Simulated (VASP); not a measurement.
Input of a VASP 6.6.1 run:

File INCAR:

```
SYSTEM = SrLiBr3
PREC = Accurate ; ENCUT = 520
EDIFF = 1E-6 ; ISMEAR = 0
SIGMA = 0.1 ; LREAL = .FALSE.
LASPH = .TRUE. ; NELM = 60
ALGO = Normal ; ISIF = 2
LWAVE = .FALSE. ; LCHARG = .FALSE.
GGA = PE ; NBANDS = 45
```

The input KPOINTS:

```
regular mesh
0
G
  4 2 2
  0 0 0
```

POSCAR

```
SrLiBr3
1.0
   -4.4014000000      0.0000000000      0.0000000000
    0.0000000000      0.0000000000     -8.2098750000
    0.0000000000     -8.6382630000      0.0000000000
Li Sr Br
2 2 6
Direct
    0.5000000000      0.4463870000      0.6172600000
    0.5000000000      0.9463870000      0.3827400000
    0.0000000000      0.6180970000      0.1091870000
    0.0000000000      0.1180970000      0.8908130000
    0.5000000000      0.6294360000      0.3754320000
    0.5000000000      0.1294360000      0.6245680000
    0.0000000000      0.4837200000      0.7573580000
    0.5000000000      0.3224440000      0.0719440000
    0.5000000000      0.8224440000      0.9280560000
    0.0000000000      0.9837200000      0.2426420000
```

Potentials or basis: VASP PAW PBE potentials, release 64 (Li_sv, Sr_sv, Br).

The run is started by

```bash
$ cat potpaw_PBE.64/Li_sv/POTCAR potpaw_PBE.64/Sr_sv/POTCAR potpaw_PBE.64/Br/POTCAR > POTCAR
$ mpirun -np 1 vasp_std > vasp.out
```

**Question.** What does it give for the band gap on the k mesh?

**Answer.** 4.26 eV (least direct gap 4.31 eV).

**Question.** What does it give for the largest force?

**Answer.** 0.017 eV/Å.

Forces on the atoms (eV/Å):
```
Li   0.000  0.000  0.001
Li   0.000  0.000  0.001
Sr   0.000 -0.001  0.003
Sr   0.000  0.001  0.003
Br   0.000 -0.015  0.007
Br   0.000  0.015  0.007
Br   0.000  0.008 -0.007
Br   0.000 -0.005 -0.004
Br   0.000  0.005 -0.004
Br   0.000 -0.008 -0.007
```

 A k mesh can miss the band edges.
